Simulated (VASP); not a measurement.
# WS2 in VASP: settings compared

The runs below take WS2 through single point, with r2SCAN, PBEsol.

Program: VASP 6.6.1. These are calculated values, not measurements. Logs are shortened: lines on timing, memory, paths and dates and some standing lists are left out, and cuts for length are marked.

**1. The cell of the first run**

The cell holds a slab with vacuum, 3 atoms: a = 3.145 Å, b = 3.145 Å, c = 18.000 Å, α = 90.00°, β = 90.00°, γ = 120.00°.

**2. Single point, r2SCAN**

Contents of POSCAR:

```
WS2
1.0
    3.1453360000      0.0000000000      0.0000000000
   -1.5726680000      2.7239410000      0.0000000000
    0.0000000000      0.0000000000     18.0000000000
W S
1 2
Direct
    0.3333330000      0.6666670000      0.5000000000
    0.6666670000      0.3333330000      0.5870620000
    0.6666670000      0.3333330000      0.4129380000
```

Contents of INCAR.step1:

```
SYSTEM = WS2
  PREC = Accurate
  ENCUT = 520
  ISMEAR = -1
  SIGMA = 0.05
  LREAL = .False.
  LASPH = .True.
  NELM = 80
  NBANDS = 20
  GGA = PE
  ALGO = Normal
  EDIFF = 1E-4
  LWAVE = .True.
  LCHARG = .False.
```

Contents of INCAR.step2:

```
SYSTEM = WS2
  PREC = Accurate
  ENCUT = 520
  EDIFF = 1E-6
  ISMEAR = -1
  SIGMA = 0.05
  LREAL = .False.
  LASPH = .True.
  NELM = 80
  ALGO = Normal
  ISIF = 2
  LWAVE = .False.
  LCHARG = .True.
  METAGGA = R2SCAN
  LMIXTAU = .True.
  LELF = .True.
  LVHAR = .True.
  NBANDS = 20
  ISTART = 1
```

Contents of KPOINTS:

```
regular mesh
0
Gamma
  9 9 1
  0 0 0
```

Potentials or basis: VASP PAW PBE potentials, release 64 (W_sv, S).

Launch:

```
$ cat potpaw_PBE.64/W_sv/POTCAR potpaw_PBE.64/S/POTCAR > POTCAR
$ cp INCAR.step1 INCAR
$ mpirun -np 1 vasp_std > vasp.out
$ cp INCAR.step2 INCAR
$ mpirun -np 1 vasp_std > vasp.out
```

OUTCAR:

```text
SYSTEM = WS2
   PREC = Accurate
   ENCUT = 520
   EDIFF = 1E-6
   ISMEAR = -1
   LREAL = .False.
   LASPH = .True.
   NELM = 80
   ISIF = 2
   METAGGA = R2SCAN
   ISTART = 1

 ion  position               nearest neighbor table
   1  0.333  0.667  0.500-   2 2.40   3 2.40   2 2.40   3 2.40   2 2.40   3 2.40
   2  0.667  0.333  0.587-   1 2.40   1 2.40   1 2.40
   3  0.667  0.333  0.413-   1 2.40   1 2.40   1 2.40

  LATTYP: Found a hexagonal cell.
 ALAT       =     3.1453360000
 C/A-ratio  =     5.7227590311

  Lattice vectors:

 A1 = (   3.1453360000,   0.0000000000,   0.0000000000)
 A2 = (  -1.5726680000,   2.7239410000,   0.0000000000)
 A3 = (   0.0000000000,   0.0000000000,  18.0000000000)

Analysis of symmetry for initial positions (statically):
=====================================================================
 Subroutine PRICEL returns:
 Original cell was already a primitive cell.

 Routine SETGRP: Setting up the symmetry group for a
 hexagonal supercell.

 Subroutine GETGRP returns: Found 12 space group operations
 (whereof 12 operations were pure point group operations)
 out of a pool of 24 trial point group operations.

The static configuration has the point symmetry D_3h.

Analysis of symmetry for dynamics (positions and initial velocities):
=====================================================================
 Subroutine PRICEL returns:
 Original cell was already a primitive cell.

 Routine SETGRP: Setting up the symmetry group for a
 hexagonal supercell.

 Subroutine GETGRP returns: Found 12 space group operations
 (whereof 12 operations were pure point group operations)
 out of a pool of 24 trial point group operations.

The dynamic configuration has the point symmetry D_3h.

 Subroutine INISYM returns: Found 12 space group operations
 (whereof 12 operations are pure point group operations),
 and found     1 'primitive' translations

----------------------------------------------------------------------------------------

                                     Primitive cell

  volume of cell :     154.2188

  direct lattice vectors                    reciprocal lattice vectors
     3.145336000  0.000000000  0.000000000     0.317931057  0.183557573  0.000000000
    -1.572668000  2.723941000  0.000000000     0.000000000  0.367115147  0.000000000
     0.000000000  0.000000000 18.000000000     0.000000000  0.000000000  0.055555556

  length of vectors
     3.145336000  3.145336104 18.000000000     0.367115159  0.367115147  0.055555556

  position of ions in fractional coordinates (direct lattice)
     0.333333000  0.666667000  0.500000000
     0.666667000  0.333333000  0.587062000
     0.666667000  0.333333000  0.412938000

  ion indices of the primitive-cell ions
   primitive index   ion index
                 1           1
                 2           2
                 3           3

----------------------------------------------------------------------------------------

 KPOINTS: regular mesh

Automatic generation of k-mesh.
 Grid dimensions read from file:
 generate k-points for:    9    9    1

 Generating k-lattice:

  Cartesian coordinates                     Fractional coordinates (reciprocal lattice)
     0.035325673  0.020395286  0.000000000     0.111111111  0.000000000  0.000000000
     0.000000000  0.040790572  0.000000000     0.000000000  0.111111111  0.000000000
     0.000000000  0.000000000  0.055555556     0.000000000  0.000000000  1.000000000

  Length of vectors
     0.040790573  0.040790572  0.055555556

  Shift w.r.t. Gamma in fractional coordinates (k-lattice)
     0.000000000  0.000000000  0.000000000

 Subroutine IBZKPT returns following result:
 ===========================================

 Found     12 irreducible k-points:

 Following reciprocal coordinates:
            Coordinates               Weight
  0.000000  0.000000  0.000000      1.000000
  0.111111 -0.000000  0.000000      6.000000
  0.222222  0.000000  0.000000      6.000000
  0.333333  0.000000  0.000000      6.000000
  0.444444  0.000000  0.000000      6.000000
  0.111111  0.111111  0.000000      6.000000
  0.222222  0.111111  0.000000     12.000000
  0.333333  0.111111  0.000000     12.000000
  0.444444  0.111111  0.000000      6.000000
  0.222222  0.222222  0.000000      6.000000
  0.333333  0.222222  0.000000     12.000000
  0.333333  0.333333  0.000000      2.000000
   k-points           NKPTS =     12   k-points in BZ     NKDIM =     12   number of bands    NBANDS=     20
   number of dos      NEDOS =    301   number of ions     NIONS =      3
   total plane-waves  NPLWV =  80640
   dimension x,y,z NGX =    24 NGY =   24 NGZ =  140
   dimension x,y,z NGXF=    48 NGYF=   48 NGZF=  280
   ions per type =               1   2
   NGX,Y,Z   is equivalent  to a cutoff of  12.69, 12.69, 12.93 a.u.
   NGXF,Y,Z  is equivalent  to a cutoff of  25.37, 25.37, 25.86 a.u.
 SYSTEM =  WS2
   PREC   = accura    normal or accurate (medium, high low for compatibility)
   ISTART =      1    job   : 0-new  1-cont  2-samecut
   ICHARG =      0    charge: 1-file 2-atom 10-const
   ISPIN  =      1    spin polarized calculation?
   LNONCOLLINEAR =      F non collinear calculations
   LSORBIT =      F    spin-orbit coupling
   LASPH  =      T    aspherical Exc in radial PAW
   ENCUT  =  520.0 eV  38.22 Ry    6.18 a.u.   5.85  5.85 33.47*2*pi/ulx,y,z
   NELM   =     80;   NELMIN=  2; NELMDL=  0     # of ELM steps
   EDIFF  = 0.1E-05   stopping-criterion for ELM
   LREAL  =      F    real-space projection
   EDIFFG = 0.1E-04   stopping-criterion for IOM
   NSW    =      0    number of steps for IOM
   IBRION =     -1    ionic relax: 0-MD 1-quasi-New 2-CG
   NFREE  =      0    steps in history (QN), initial steepest desc. (CG)
   ISIF   =      2    stress and relaxation
   ISYM   =      2    0-nonsym 1-usesym 2-fastsym
   POTIM  = 0.5000    time-step for ionic-motion
   TEBEG  =    0.0;   TEEND  =   0.0 temperature during run
   PSTRESS=    0.0 pullay stress
   NELECT =      26.0000    total number of electrons
   NUPDOWN=      -1.0000    fix difference up-down
   EMIN   =  10.00;   EMAX   =-10.00  energy-range for DOS
   EFERMI =   0.00;   METHOD = LEGACY
   ISMEAR =    -1;   SIGMA  =   0.05  broadening in eV -4-tet -1-fermi 0-gaus
   EFERMI_NEDOS =   21; number of points for ismear=-14 and -15
   IALGO  =     38    algorithm
   IMIX   =      4    mixing-type and parameters
     AMIX     =   0.40;   BMIX     =  1.00
     AMIX_MAG =   1.60;   BMIX_MAG =  1.00
  volume/ion in A,a.u.               =      51.41       346.91
  Fermi-wavevector in a.u.,A,eV,Ry     =   0.904385  1.709041 11.128381  0.817913
  Thomas-Fermi vector in A             =   2.027826
   LORBIT       =      0    0 simple, 1 ext, 2 COOP (PROOUT), +10 PAW based schemes
   METAGGA = R2SCAN    functional components
   LHFCALC =     F    Hartree Fock is set to
   AEXX    =    0.0000 exact exchange contribution
   IVDW    =     0    specifies the selected vdW correction
   LEPSILON=     F    determine dielectric tensor
   LRPA    =     F    only Hartree local field effects (RPA)
 non-spin polarized calculation
  energy-cutoff  :      520.00
  volume of cell :      154.22
 maximum number of plane-waves:      4182
 NGX is ok and might be reduce to    24
   NGX = 11   NGY = 11   NGZ = 67

 number of electron      25.9999996 magnetization

 Free energy of the ion-electron system (eV)
  ---------------------------------------------------
  ext. energy  EPLUGINS =         0.00000000
  ---------------------------------------------------
  free energy    TOTEN  =       -70.02468459 eV

  energy without entropy =      -70.02468459  energy(sigma->0) =      -70.02468459

 E-fermi :  -0.5272     XC(G=0):  -4.3834

 val. band max:       -1.5367861631   @ k =   0.3333   0.3333   0.0000
 cond. band min:       0.5452608246   @ k =   0.3333   0.3333   0.0000
 fundamental gap:      2.0820469877
 Fermi energy:        -0.5271702110

 k-point     1 :       0.0000    0.0000    0.0000
  band No.  band energies     occupation
      1     -77.4432      2.00000
      2     -41.0623      2.00000
      3     -40.8663      2.00000
      4     -40.8663      2.00000
      5     -17.1511      2.00000
      6     -15.4066      2.00000
[... 12 lines left out ...]
     19       4.5107      0.00000
     20       4.6078      0.00000

 k-point     2 :       0.1111   -0.0000    0.0000
  band No.  band energies     occupation
      1     -77.4406      2.00000
      2     -41.0534      2.00000
      3     -40.9146      2.00000
      4     -40.8774      2.00000
      5     -16.9314      2.00000
      6     -15.3267      2.00000
[... 12 lines left out ...]
     19       4.7606      0.00000
     20       5.3069      0.00000

 k-point     3 :       0.2222    0.0000    0.0000
  band No.  band energies     occupation
      1     -77.4339      2.00000
      2     -41.0354      2.00000
      3     -41.0306      2.00000
      4     -40.9056      2.00000
      5     -16.3327      2.00000
      6     -15.1105      2.00000
[... 12 lines left out ...]
     19       5.4689      0.00000
     20       6.1030      0.00000

 k-point     4 :       0.3333    0.0000    0.0000
  band No.  band energies     occupation
      1     -77.4263      2.00000
      2     -41.1698      2.00000
      3     -41.0046      2.00000
      4     -40.9373      2.00000
      5     -15.5437      2.00000
      6     -14.8346      2.00000
[... 153 lines left out ...]
 k-point    11 :       0.3333    0.2222    0.0000
  band No.  band energies     occupation
      1     -77.4191      2.00000
      2     -41.2081      2.00000
      3     -41.0559      2.00000
      4     -40.9802      2.00000
      5     -14.6570      2.00000
      6     -14.4986      2.00000
[... 12 lines left out ...]
     19       7.0546      0.00000
     20       8.1164      0.00000

 k-point    12 :       0.3333    0.3333    0.0000
  band No.  band energies     occupation
      1     -77.4178      2.00000
      2     -41.1661      2.00000
      3     -41.1273      2.00000
      4     -40.9756      2.00000
      5     -14.4787      2.00000
      6     -14.4199      2.00000
[... 12 lines left out ...]
     19       6.0474      0.00000
     20       8.4748      0.00000

------------------------ aborting loop because EDIFF is reached ----------------------------------------

  FORCE on cell =-STRESS in cart. coord.  units (eV):
  Direction    XX          YY          ZZ          XY          YZ          ZX
  --------------------------------------------------------------------------------------
  -------------------------------------------------------------------------------------
  Total        1.3873460      1.3873462      0.3357142      0.0000000     -0.0000000     -0.0000000
  in kB       14.4131243     14.4131255      3.4877315      0.0000000     -0.0000000     -0.0000000
  external PRESSURE =      10.7713271 kB  Pullay stress =       0.0000000 kB

 VOLUME and BASIS-vectors are now :
 -----------------------------------------------------------------------------
  energy-cutoff  :      520.00
  volume of cell :      154.22
      direct lattice vectors                 reciprocal lattice vectors
     3.145336000  0.000000000  0.000000000     0.317931057  0.183557573  0.000000000
    -1.572668000  2.723941000  0.000000000     0.000000000  0.367115147  0.000000000
     0.000000000  0.000000000 18.000000000     0.000000000  0.000000000  0.055555556

 POSITION                                       TOTAL-FORCE (eV/Angst)
 -----------------------------------------------------------------------------------
     -0.00000      1.81596      9.00000        -0.000000     -0.000000      0.000000
      1.57267      0.90798     10.56712         0.000000     -0.000000      0.114408
      1.57267      0.90798      7.43288         0.000000      0.000000     -0.114408
 -----------------------------------------------------------------------------------
    total drift:                                0.000169     -0.000096      0.000000

  FREE ENERGIE OF THE ION-ELECTRON SYSTEM (eV)
  ---------------------------------------------------
  free  energy   TOTEN  =       -70.0246845895 eV

  energy  without entropy=      -70.0246845894  energy(sigma->0) =      -70.02468459
```

Wall time 2.9 min (1 thread of Intel Xeon Platinum 8259CL at 2.50GHz (Skylake/Cascade Lake), shared host); peak memory 0.31 GiB.

Results:

```
Free energy            : -70.0247 eV
Largest force          : 0.114 eV/Å
Band gap on the k mesh : 2.08 eV, direct
```

Forces on the atoms (eV/Å):
```
W    0.000  0.000  0.000
S    0.000  0.000  0.114
S    0.000  0.000 -0.114
```

Levels at points of the mesh, in eV from the valence-band top:
```
           k point  band 11  band 12  band 13  band 14  band 15  band 16
(0.00, 0.00, 0.00)    -1.69    -1.69    -0.12     3.18     3.18     3.31
```

Caveat: the PAW data sets were made with another functional, which shifts forces and pressure a little; spin-orbit coupling is left out, which moves the levels of the heavy elements.

**3. Single point, PBEsol**

Contents of INCAR:

```
PREC     = Accurate       # precision mode
ENCUT    = 500            # plane-wave cutoff, eV
EDIFF    = 1E-6           # SCF threshold, eV
ISMEAR   = -1             # smearing method
SIGMA    = 0.05           # smearing width, eV
LREAL    = F              # projectors in reciprocal space
LASPH    = T              # aspherical terms in the spheres
NELM     = 120            # most SCF steps
ALGO     = Normal         # electronic algorithm
ISIF     = 2              # what is computed and relaxed
LWAVE    = F              # write WAVECAR
LCHARG   = F              # write CHGCAR
GGA      = PS             # functional
NBANDS   = 20             # bands
GGA_COMPAT= F
```

Contents of KPOINTS:

```
regular mesh
0
Gamma
  9 9 1
```

POSCAR is that of step 2.

Potentials or basis: VASP PAW PBE potentials, release 64 (W_sv, S).

Launch:

```
$ cat potpaw_PBE.64/W_sv/POTCAR potpaw_PBE.64/S/POTCAR > POTCAR
$ mpirun -np 1 vasp_std > vasp.out
```

OUTCAR:

```text
PREC = Accurate
   ENCUT = 500
   EDIFF = 1E-6
   ISMEAR = -1
   LREAL = F
   LASPH = T
   NELM = 120
   ISIF = 2
   GGA = PS

 ion  position               nearest neighbor table
   1  0.333  0.667  0.500-   2 2.40   3 2.40   2 2.40   3 2.40   2 2.40   3 2.40
   2  0.667  0.333  0.587-   1 2.40   1 2.40   1 2.40
   3  0.667  0.333  0.413-   1 2.40   1 2.40   1 2.40

  LATTYP: Found a hexagonal cell.
 ALAT       =     3.1453360000
 C/A-ratio  =     5.7227590311

[... 453 lines left out ...]

  FORCE on cell =-STRESS in cart. coord.  units (eV):
  Direction    XX          YY          ZZ          XY          YZ          ZX
  --------------------------------------------------------------------------------------
  -------------------------------------------------------------------------------------
  Total        0.0447697      0.0447697      0.0312948      0.0000000      0.0000000      0.0000000
  in kB        0.4651124      0.4651125      0.3251209      0.0000000      0.0000000      0.0000000
  external PRESSURE =       0.4184486 kB  Pullay stress =       0.0000000 kB

 VOLUME and BASIS-vectors are now :
 -----------------------------------------------------------------------------
  energy-cutoff  :      500.00
  volume of cell :      154.22
      direct lattice vectors                 reciprocal lattice vectors
     3.145336000  0.000000000  0.000000000     0.317931057  0.183557573  0.000000000
    -1.572668000  2.723941000  0.000000000     0.000000000  0.367115147  0.000000000
     0.000000000  0.000000000 18.000000000     0.000000000  0.000000000  0.055555556

 POSITION                                       TOTAL-FORCE (eV/Angst)
 -----------------------------------------------------------------------------------
     -0.00000      1.81596      9.00000        -0.000000      0.000000      0.000000
      1.57267      0.90798     10.56712         0.000000      0.000000      0.019975
      1.57267      0.90798      7.43288         0.000000     -0.000000     -0.019975
 -----------------------------------------------------------------------------------
    total drift:                                0.000142     -0.000081      0.000000

  FREE ENERGIE OF THE ION-ELECTRON SYSTEM (eV)
  ---------------------------------------------------
  free  energy   TOTEN  =       -25.2484304035 eV

  energy  without entropy=      -25.2484304030  energy(sigma->0) =      -25.24843040
```

Run time: 97 s. Hardware: 1 thread of AMD EPYC 7R43 (Zen 3), shared host; peak memory 0.21 GiB.

Results:

```yaml
Free_energy: -25.2484 eV
Largest_force: 0.020 eV/Å
Band_gap_on_the_k_mesh: 1.94 eV, direct
```

Forces in eV/Å, atoms in the order of the input:
```
W    0.000  0.000  0.000
S    0.000  0.000  0.020
S    0.000  0.000 -0.020
```

Levels at points of the mesh, in eV from the valence-band top:
| k point | band 10 | band 11 | band 12 | band 13 | band 14 | band 15 | band 16 | band 17 |
| --- | --- | --- | --- | --- | --- | --- | --- | --- |
| (0.00, 0.00, 0.00) | -2.20 | -1.57 | -1.57 | -0.14 | 2.99 | 2.99 | 3.17 | 3.17 |

Caveat: the PAW data sets were made with another functional, which shifts forces and pressure a little; spin-orbit coupling is left out, which moves the levels of the heavy elements.
